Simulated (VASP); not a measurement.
Here is a VASP 6.6.1 calculation.

Contents of INCAR:

```
SYSTEM = BaCa2P2
PREC = Accurate ; ENCUT = 520
EDIFF = 1E-7 ; ISMEAR = 0
SIGMA = 0.1 ; LREAL = .FALSE.
LASPH = .TRUE. ; NELM = 100
ALGO = Normal ; ISIF = 2
LWAVE = .FALSE. ; LCHARG = .TRUE.
GGA = PE ; LELF = .TRUE.
LVHAR = .TRUE. ; NBANDS = 51
```

File KPOINTS:

```
regular mesh
0
G
  2 2 4
  0 0 0
```

File POSCAR:

```
BaCa2P2
1.0
    8.4895604102      0.0000000000      0.0000000000
    0.0000000000      8.4895604102      0.0000000000
    0.0000000000      0.0000000000      3.7383325987
Ba Ca P
2 4 4
Direct
    0.0000000000      0.0000000000      0.0000000000
    0.5000000000      0.5000000000      0.0000000000
    0.1365603709      0.6365603709      0.5000000000
    0.3634396291      0.1365603709      0.5000000000
    0.8634396291      0.3634396291      0.5000000000
    0.6365603709      0.8634396291      0.5000000000
    0.3395068690      0.8395068690      0.0000000000
    0.1604931310      0.3395068690      0.0000000000
    0.6604931310      0.1604931310      0.0000000000
    0.8395068690      0.6604931310      0.0000000000
```

Potentials or basis: VASP PAW PBE potentials, release 64 (Ba_sv, Ca_sv, P).

Run with:

```sh
$ cat potpaw_PBE.64/Ba_sv/POTCAR potpaw_PBE.64/Ca_sv/POTCAR potpaw_PBE.64/P/POTCAR > POTCAR
$ mpirun -np 1 vasp_std > vasp.out
```

Predict the band gap on the k mesh.

zero (bands 40 and 41 overlap by 0.20 eV).

Predict the largest force.

0.025 eV/Å.

Stress tensor (GPa, compression positive):
```
0.62 0.00 0.00
0.00 0.62 0.00
0.00 0.00 0.29
```

Caveat: the k points lie up to 0.42 Å⁻¹ apart; semilocal functionals underestimate gaps, and a narrow one can read as zero; spin-orbit coupling is left out, which moves the levels of the heavy elements.
